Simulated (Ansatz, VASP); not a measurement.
## One calculation of MoS2, two programs

INCAR

```
ALGO     = Normal         # electronic algorithm
EDIFF    = 1E-6           # SCF threshold, eV
ENCUT    = 500            # plane-wave cutoff, eV
GGA      = PE             # functional
GGA_COMPAT= False        
ISIF     = 2              # what is computed and relaxed
ISMEAR   = 0              # smearing method
IVDW     = 12             # dispersion correction
LASPH    = True           # aspherical terms in the spheres
LCHARG   = False          # write CHGCAR
LREAL    = False          # projectors in reciprocal space
LWAVE    = False          # write WAVECAR
NBANDS   = 20             # bands
NELM     = 120            # most SCF steps
PREC     = Accurate       # precision mode
SIGMA    = 0.05           # smearing width, eV
```

Contents of KPOINTS:

```
k-points
0
Gamma
  12 12 6
```

File POSCAR:

```
MoS2
1.0
    3.2482853719      0.0000000000      0.0000000000
   -1.6241426860      2.8130976508      0.0000000000
    0.0000000000      0.0000000000      6.4965707437
Mo S
1 2
Direct
    0.0000000000      0.0000000000      0.0000000000
    0.3333333333      0.6666666667      0.2357940733
    0.3333333333      0.6666666667      0.7642059267
```

Input for Ansatz:

```yaml
crystal:
  lattice:
    - [3.2482853719, 0.0, 0.0]
    - [-1.624142686, 2.8130976508, 0.0]
    - [0.0, 0.0, 6.4965707437]
  atoms:
    - { symbol: Mo, position: [0.0, 0.0, 0.0] }
    - { symbol: S, position: [0.3333333333, 0.6666666667, 0.2357940733] }
    - { symbol: S, position: [0.3333333333, 0.6666666667, 0.7642059267] }
basis:
  ecutwfc: 420
kpoints:
  mp_grid: { grid: [12, 12, 6] }
hamiltonian:
  xc: pbe
  dispersion: d3bj
scf:
  occupations: { method: gaussian, width: 0.05 }
output:
  forces: true
  stress: true
  eigenvalues: true
```

Alike in both runs: task single point; functional PBE; dispersion D3(BJ); k mesh 12 × 12 × 6; occupations gaussian, width 0.05 eV; no spin polarisation.

|  | VASP | Ansatz |
| --- | --- | --- |
| version | VASP 6.6.1 | Ansatz 0.2.0 |
| potentials or method | VASP PAW PBE potentials, release 64 (Mo_sv, S), cutoff 500 eV | scalar-relativistic, plane waves, PAW |
| valence electrons in the cell | 26 | 26 |

|  | VASP | Ansatz | Ansatz less VASP |
| --- | --- | --- | --- |
| gap on the k mesh at the Fermi level (eV) | 0.62 | 0.60 | -0.015 |
| least direct gap on the mesh (eV) | 1.42 | 1.42 | -0.003 |
| pressure (GPa) | -4.6 | -4.5 | +0.11 |
| traceless stress, the component that is largest in VASP (GPa) | 5.32 | 5.35 | +0.035 |
| rms of the force components (eV/Å) | 0.002 | 0.008 | +0.0057 |

Atom by atom the forces differ by 0.006 eV/Å (rms over components).
